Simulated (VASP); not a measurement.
# Ni (Fm-3m) in VASP: notebook

Runs on Ni. Level: PBE. Tasks: single point.

Everything below comes from runs of VASP 6.6.1. Logs are shortened: lines on timing, memory, paths and dates and some standing lists are left out, and cuts for length are marked.

### Step 1. The cell of the first run

Symmetry: Fm-3m, No. 225, cubic system. Conventional cell: a = 3.293 Å, b = 3.293 Å, c = 3.293 Å, α = 90.00°, β = 90.00°, γ = 90.00°. Within 3.1 Å of Ni (site symmetry m-3m) lie 12 Ni at 2.33 Å.

### Step 2. Single point, PBE, collinear spin, ferromagnetic start (8.93 Å³/atom)

The input, INCAR:

```
ALGO = Normal
EDIFF = 1E-7
ENCUT = 520
GGA = PE
ISIF = 2
ISMEAR = 0
ISPIN = 2
LASPH = T
LCHARG = T
LELF = T
LMAXMIX = 4
LORBIT = 11
LREAL = F
LVHAR = T
LWAVE = F
MAGMOM = 0.375
NBANDS = 15
NELM = 150
NUPDOWN = 0.375
PREC = Accurate
SIGMA = 0.15
```

The input, KPOINTS:

```
k-points
0
Gamma
  24 24 24
```

The input, POSCAR:

```
Ni
1.0
    0.0000000000      1.6465492621      1.6465492621
    1.6465492621      0.0000000000      1.6465492621
    1.6465492621      1.6465492621      0.0000000000
Ni
1
Direct
    0.0000000000      0.0000000000      0.0000000000
```

Potentials or basis: VASP PAW PBE potentials, release 64 (Ni).

On the command line:

```
> cat potpaw_PBE.64/Ni/POTCAR > POTCAR
> mpirun -np 1 vasp_std > vasp.out
```

OUTCAR:

```text
EDIFF = 1E-7
   ENCUT = 520
   GGA = PE
   ISIF = 2
   ISMEAR = 0
   ISPIN = 2
   LASPH = T
   LORBIT = 11
   LREAL = F
   NELM = 150
   NUPDOWN = 0.375
   PREC = Accurate

 ion  position               nearest neighbor table
   1  0.000  0.000  0.000-

  LATTYP: Found a face centered cubic cell.
 ALAT       =     3.2930985242

  Lattice vectors:

 A1 = (   0.0000000000,   1.6465492621,   1.6465492621)
 A2 = (   1.6465492621,   0.0000000000,   1.6465492621)
 A3 = (   1.6465492621,   1.6465492621,   0.0000000000)

Analysis of symmetry for initial positions (statically):
=====================================================================
 Subroutine PRICEL returns:
 Original cell was already a primitive cell.

 Routine SETGRP: Setting up the symmetry group for a
 face centered cubic supercell.

 Subroutine GETGRP returns: Found 48 space group operations
 (whereof 48 operations were pure point group operations)
 out of a pool of 48 trial point group operations.

The static configuration has the point symmetry O_h .

Analysis of symmetry for dynamics (positions and initial velocities):
=====================================================================
 Subroutine PRICEL returns:
 Original cell was already a primitive cell.

 Routine SETGRP: Setting up the symmetry group for a
 face centered cubic supercell.

 Subroutine GETGRP returns: Found 48 space group operations
 (whereof 48 operations were pure point group operations)
 out of a pool of 48 trial point group operations.

The dynamic configuration has the point symmetry O_h .

Analysis of structural, dynamic, and magnetic symmetry:
=====================================================================
 Subroutine PRICEL returns:
 Original cell was already a primitive cell.

 Routine SETGRP: Setting up the symmetry group for a
 face centered cubic supercell.

 Subroutine GETGRP returns: Found 48 space group operations
 (whereof 48 operations were pure point group operations)
 out of a pool of 48 trial point group operations.

The overall configuration has the point symmetry O_h .

 Subroutine INISYM returns: Found 48 space group operations
 (whereof 48 operations are pure point group operations),
 and found     1 'primitive' translations

----------------------------------------------------------------------------------------

                                     Primitive cell

  volume of cell :       8.9280

  direct lattice vectors                    reciprocal lattice vectors
     0.000000000  1.646549262  1.646549262    -0.303665376  0.303665376  0.303665376
     1.646549262  0.000000000  1.646549262     0.303665376 -0.303665376  0.303665376
     1.646549262  1.646549262  0.000000000     0.303665376  0.303665376 -0.303665376

  length of vectors
     2.328572298  2.328572298  2.328572298     0.525963859  0.525963859  0.525963859

  position of ions in fractional coordinates (direct lattice)
     0.000000000  0.000000000  0.000000000

  ion indices of the primitive-cell ions
   primitive index   ion index
                 1           1

----------------------------------------------------------------------------------------

 KPOINTS: k-points

Automatic generation of k-mesh.
 Grid dimensions read from file:
 generate k-points for:   24   24   24

 Generating k-lattice:

  Cartesian coordinates                     Fractional coordinates (reciprocal lattice)
    -0.012652724  0.012652724  0.012652724     0.041666667  0.000000000  0.000000000
     0.012652724 -0.012652724  0.012652724     0.000000000  0.041666667  0.000000000
     0.012652724  0.012652724 -0.012652724     0.000000000  0.000000000  0.041666667

  Length of vectors
     0.021915161  0.021915161  0.021915161

  Shift w.r.t. Gamma in fractional coordinates (k-lattice)
     0.000000000  0.000000000  0.000000000

 Subroutine IBZKPT returns following result:
 ===========================================

 Found    413 irreducible k-points:

 Following reciprocal coordinates:
            Coordinates               Weight
  0.000000  0.000000  0.000000      1.000000
  0.041667  0.000000  0.000000      8.000000
  0.083333  0.000000  0.000000      8.000000
  0.125000  0.000000  0.000000      8.000000
  0.166667  0.000000  0.000000      8.000000
  0.208333  0.000000  0.000000      8.000000
[... 16 lines left out ...]
  0.416667  0.041667  0.000000     24.000000
  0.458333  0.041667  0.000000     24.000000
 [... further k-points ...]
   k-points           NKPTS =    413   k-points in BZ     NKDIM =    413   number of bands    NBANDS=     15
   number of dos      NEDOS =    301   number of ions     NIONS =      1
   total plane-waves  NPLWV =   5832
   dimension x,y,z NGX =    18 NGY =   18 NGZ =   18
   dimension x,y,z NGXF=    36 NGYF=   36 NGZF=   36
   ions per type =               1
   NGX,Y,Z   is equivalent  to a cutoff of  12.85, 12.85, 12.85 a.u.
   NGXF,Y,Z  is equivalent  to a cutoff of  25.70, 25.70, 25.70 a.u.
 SYSTEM =  unknown system
   PREC   = accura    normal or accurate (medium, high low for compatibility)
   ISTART =      0    job   : 0-new  1-cont  2-samecut
   ICHARG =      2    charge: 1-file 2-atom 10-const
   ISPIN  =      2    spin polarized calculation?
   LNONCOLLINEAR =      F non collinear calculations
   LSORBIT =      F    spin-orbit coupling
   LASPH  =      T    aspherical Exc in radial PAW
   ENCUT  =  520.0 eV  38.22 Ry    6.18 a.u.   4.33  4.33  4.33*2*pi/ulx,y,z
   NELM   =    150;   NELMIN=  2; NELMDL= -5     # of ELM steps
   EDIFF  = 0.1E-06   stopping-criterion for ELM
   LREAL  =      F    real-space projection
   EDIFFG = 0.1E-05   stopping-criterion for IOM
   NSW    =      0    number of steps for IOM
   IBRION =     -1    ionic relax: 0-MD 1-quasi-New 2-CG
   NFREE  =      0    steps in history (QN), initial steepest desc. (CG)
   ISIF   =      2    stress and relaxation
   ISYM   =      2    0-nonsym 1-usesym 2-fastsym
   POTIM  = 0.5000    time-step for ionic-motion
   TEBEG  =    0.0;   TEEND  =   0.0 temperature during run
   PSTRESS=    0.0 pullay stress
   NELECT =      10.0000    total number of electrons
   NUPDOWN=       0.3750    fix difference up-down
   EMIN   =  10.00;   EMAX   =-10.00  energy-range for DOS
   EFERMI =   0.00;   METHOD = LEGACY
   ISMEAR =     0;   SIGMA  =   0.15  broadening in eV -4-tet -1-fermi 0-gaus
   EFERMI_NEDOS =   21; number of points for ismear=-14 and -15
   IALGO  =     38    algorithm
   IMIX   =      4    mixing-type and parameters
     AMIX     =   0.40;   BMIX     =  1.00
     AMIX_MAG =   1.60;   BMIX_MAG =  1.00
  volume/ion in A,a.u.               =       8.93        60.25
  Fermi-wavevector in a.u.,A,eV,Ry     =   1.700161  3.212839 39.328295  2.890548
  Thomas-Fermi vector in A             =   2.780347
   LORBIT       =     11    0 simple, 1 ext, 2 COOP (PROOUT), +10 PAW based schemes
   GGA     = PE    functional components
   LHFCALC =     F    Hartree Fock is set to
   AEXX    =    0.0000 exact exchange contribution
   IVDW    =     0    specifies the selected vdW correction
   LEPSILON=     F    determine dielectric tensor
   LRPA    =     F    only Hartree local field effects (RPA)
 spin polarized calculation
 Gauss-broadening in eV      SIGMA  =   0.15
  energy-cutoff  :      520.00
  volume of cell :        8.93
 maximum number of plane-waves:       259
 NGX is ok and might be reduce to    18
   NGX =  9   NGY =  9   NGZ =  9

 number of electron      10.0000001 magnetization       0.3750000

 Free energy of the ion-electron system (eV)
  ---------------------------------------------------
  ext. energy  EPLUGINS =         0.00000000
  ---------------------------------------------------
  free energy    TOTEN  =        -5.14791991 eV

  energy without entropy =       -5.12334762  energy(sigma->0) =       -5.13563376

 E-fermi :  12.4540     XC(G=0): -14.4639

 val. band max:       12.4464138359   @ k =   0.4167   0.0417   0.0000
 cond. band min:      12.2756338950   @ k =  -0.4583   0.4583   0.0000
 fundamental gap:     -0.1707799409
 Fermi energy:        12.2705536963

 spin component 1

 k-point     1 :       0.0000    0.0000    0.0000
  band No.  band energies     occupation
      1       2.0194      1.00000
      2       9.6318      1.00000
      3       9.6318      1.00000
      4       9.6318      1.00000
      5      11.1605      1.00000
      6      11.1605      1.00000
      7      37.8407      0.00000
      8      43.3175      0.00000
      9      43.3175      0.00000
     10      43.3175      0.00000
     11      47.2419      0.00000
     12      47.2419      0.00000
     13      47.2419      0.00000
     14      49.4235      0.00000
     15      57.5175      0.00000

 k-point     2 :       0.0417    0.0000    0.0000
  band No.  band energies     occupation
      1       2.0986      1.00000
      2       9.6063      1.00000
      3       9.6525      1.00000
      4       9.6525      1.00000
      5      11.1506      1.00000
      6      11.1506      1.00000
      7      37.7256      0.00000
      8      42.1986      0.00000
      9      43.1964      0.00000
     10      43.1964      0.00000
     11      47.4322      0.00000
     12      47.4322      0.00000
     13      47.7513      0.00000
     14      50.1801      0.00000
     15      57.2590      0.00000
[... 365 lines left out ...]
      3       9.7149      1.00000
      4      10.4146      1.00000
      5      11.9916      0.99574
      6      12.0937      0.95232
      7      21.9467      0.00000
      8      36.3668      0.00000
      9      39.5807      0.00000
     10      41.2412      0.00000
     11      44.1943      0.00000
     12      45.5237      0.00000
     13      51.0992      0.00000
     14      57.7441      0.00000
     15      60.6125      0.00000

 k-point    24 :       0.4583    0.0417    0.0000
  band No.  band energies     occupation
      1       6.5304      1.00000
      2       9.5785      1.00000
      3       9.6635      1.00000
      4      10.9705      1.00000
      5      12.0792      0.96438
      6      12.4286      0.06807
      7      20.6017      0.00000
      8      36.1286      0.00000
      9      39.7525      0.00000
     10      40.6206      0.00000
     11      44.2566      0.00000
     12      44.9227      0.00000
     13      51.4839      0.00000
     14      58.2074      0.00000
     15      62.3824      0.00000

 [... further k-points ...]

 spin component 2

 k-point     1 :       0.0000    0.0000    0.0000
  band No.  band energies     occupation
      1       1.9998      1.00000
      2      10.0890      1.00000
      3      10.0890      1.00000
      4      10.0890      1.00000
      5      11.5120      1.00000
      6      11.5120      1.00000
      7      37.7536      0.00000
      8      43.2901      0.00000
      9      43.2901      0.00000
     10      43.2901      0.00000
     11      47.3137      0.00000
     12      47.3137      0.00000
     13      47.3137      0.00000
     14      49.3558      0.00000
     15      58.4468      0.00000

 k-point     2 :       0.0417    0.0000    0.0000
  band No.  band energies     occupation
      1       2.0790      1.00000
      2      10.0618      1.00000
      3      10.1102      1.00000
      4      10.1102      1.00000
      5      11.5018      1.00000
      6      11.5018      1.00000
      7      37.6474      0.00000
      8      42.1830      0.00000
      9      43.1771      0.00000
     10      43.1771      0.00000
     11      47.4949      0.00000
     12      47.4949      0.00000
     13      47.7886      0.00000
     14      50.1288      0.00000
     15      57.7144      0.00000
[... 365 lines left out ...]
      3      10.0909      1.00000
      4      10.5656      1.00000
      5      12.4464      0.52841
      6      12.5009      0.32896
      7      22.1471      0.00000
      8      36.2980      0.00000
      9      39.6364      0.00000
     10      41.3005      0.00000
     11      44.2151      0.00000
     12      45.5488      0.00000
     13      51.1929      0.00000
     14      58.4941      0.00000
     15      60.7659      0.00000

 k-point    24 :       0.4583    0.0417    0.0000
  band No.  band energies     occupation
      1       6.7723      1.00000
      2       9.9382      1.00000
      3      10.0344      1.00000
      4      11.1036      1.00000
      5      12.5408      0.20639
      6      12.7801      0.00105
      7      20.8407      0.00000
      8      36.0580      0.00000
      9      39.8055      0.00000
     10      40.6747      0.00000
     11      44.2818      0.00000
     12      44.9519      0.00000
     13      51.6087      0.00000
     14      59.0161      0.00000
     15      62.4760      0.00000

 [... further k-points ...]

------------------------ aborting loop because EDIFF is reached ----------------------------------------

  FORCE on cell =-STRESS in cart. coord.  units (eV):
  Direction    XX          YY          ZZ          XY          YZ          ZX
  --------------------------------------------------------------------------------------
  -------------------------------------------------------------------------------------
  Total        3.4728114      3.4728114      3.4728114     -0.0000000      0.0000000     -0.0000000
  in kB      623.2145664    623.2145664    623.2145664     -0.0000000      0.0000000     -0.0000000
  external PRESSURE =     623.2145664 kB  Pullay stress =       0.0000000 kB

 VOLUME and BASIS-vectors are now :
 -----------------------------------------------------------------------------
  energy-cutoff  :      520.00
  volume of cell :        8.93
      direct lattice vectors                 reciprocal lattice vectors
     0.000000000  1.646549262  1.646549262    -0.303665376  0.303665376  0.303665376
     1.646549262  0.000000000  1.646549262     0.303665376 -0.303665376  0.303665376
     1.646549262  1.646549262  0.000000000     0.303665376  0.303665376 -0.303665376

 POSITION                                       TOTAL-FORCE (eV/Angst)
 -----------------------------------------------------------------------------------
      0.00000      0.00000      0.00000         0.000000     -0.000000     -0.000000
 -----------------------------------------------------------------------------------
    total drift:                                0.000000      0.000000     -0.000000

  FREE ENERGIE OF THE ION-ELECTRON SYSTEM (eV)
  ---------------------------------------------------
  free  energy   TOTEN  =        -5.1479199050 eV

  energy  without entropy=       -5.1233476182  energy(sigma->0) =       -5.13563376

 total charge

# of ion       s       p       d       tot
------------------------------------------
    1        0.593   0.700   8.450   9.743

 magnetization (x)

# of ion       s       p       d       tot
------------------------------------------
    1       -0.006  -0.020   0.397   0.371
```

It took 51 s on 1 thread of Intel Xeon 6975P-C (Granite Rapids), shared host; peak memory 0.19 GiB.

Results:

```
Free energy                                           : -5.1479 eV
Pressure                                              : 62.3 GPa
Net moment                                            : 0.38 μB per cell
Site moments                                          : Ni +0.37 μB
Valence electrons inside the program's atomic spheres : Ni 9.74
```

Caveat: the cell stands under pressure; the total moment is fixed, so each spin has its own Fermi level.

### Step 3. Single point, PBE, collinear spin, ferromagnetic start (8.93 Å³/atom)

The input, INCAR:

```
SYSTEM = Ni
PREC = Accurate
ENCUT = 520
EDIFF = 1E-7
ISMEAR = 0
SIGMA = 0.15
LREAL = .False.
LASPH = .True.
NELM = 150
ALGO = Fast
ISIF = 2
LWAVE = .False.
LCHARG = .False.
ISPIN = 2
MAGMOM = 0.625
LORBIT = 11
NUPDOWN = 0.625
LMAXMIX = 4
GGA = PE
NBANDS = 15
```

The input, KPOINTS:

```
regular mesh
0
Gamma
  24 24 24
  0 0 0
```

POSCAR is that of step 2.

Potentials or basis: VASP PAW PBE potentials, release 64 (Ni).

On the command line:

```
> cat potpaw_PBE.64/Ni/POTCAR > POTCAR
> mpirun -np 1 vasp_std > vasp.out
```

Run time: 58 s. Hardware: 1 thread of Intel Xeon 6975P-C (Granite Rapids), shared host; peak memory 0.19 GiB.

Results (log left out):

* Free energy: -5.1588 eV
* Pressure: 63.6 GPa
* Net moment: 0.62 μB per cell
* Site moments: Ni +0.62 μB
* Valence electrons inside the program's atomic spheres: Ni 9.74

Caveat: the cell stands under pressure; the total moment is fixed, so each spin has its own Fermi level.

### Step 4. Single point, PBE, collinear spin, ferromagnetic start (8.93 Å³/atom)

The input, INCAR:

```
SYSTEM = Ni
PREC = Accurate ; ENCUT = 520
EDIFF = 1E-6 ; ISMEAR = 0
SIGMA = 0.15 ; LREAL = .False.
LASPH = .True. ; NELM = 150
ALGO = Normal ; ISIF = 2
LWAVE = .False. ; LCHARG = .True.
ISPIN = 2 ; MAGMOM = 0.875
LORBIT = 11 ; NUPDOWN = 0.875
LMAXMIX = 4 ; GGA = PE
LELF = .True. ; LVHAR = .True.
NBANDS = 15
```

KPOINTS is that of step 3.

POSCAR is that of step 3.

On the command line:

```
> cat potpaw_PBE.64/Ni/POTCAR > POTCAR
> mpirun -np 1 vasp_std > vasp.out
```

Wall time 46 s (1 thread of Intel Xeon 6975P-C (Granite Rapids), shared host); peak memory 0.19 GiB.

It converged, with:

```yaml
Free_energy: -5.0875 eV
Pressure: 66.9 GPa
Net_moment: 0.88 μB per cell
Site_moments: Ni +0.86 μB
Valence_electrons_inside_the_program's_atomic_spheres: Ni 9.74
```

Caveat: the cell stands under pressure; the total moment is fixed, so each spin has its own Fermi level.

### Step 5. The runs side by side

```tsv
fixed moment (μB)	pressure (GPa)	moment (μB)
0.375	62.3	0.38
0.625	63.6	0.62
0.875	66.9	0.88
```

Alike in all rows: task single point; level PBE; potentials or basis VASP PAW PBE potentials, release 64 (Ni); spin collinear, ferromagnetic start; cell as given; k mesh 24 × 24 × 24; cutoff (eV) 520; smearing gaussian 0.15 eV.

Caveats: the cell stands under pressure; the total moment is fixed, so each spin has its own Fermi level.

Absolute energies hang on the potentials; compare differences alone.
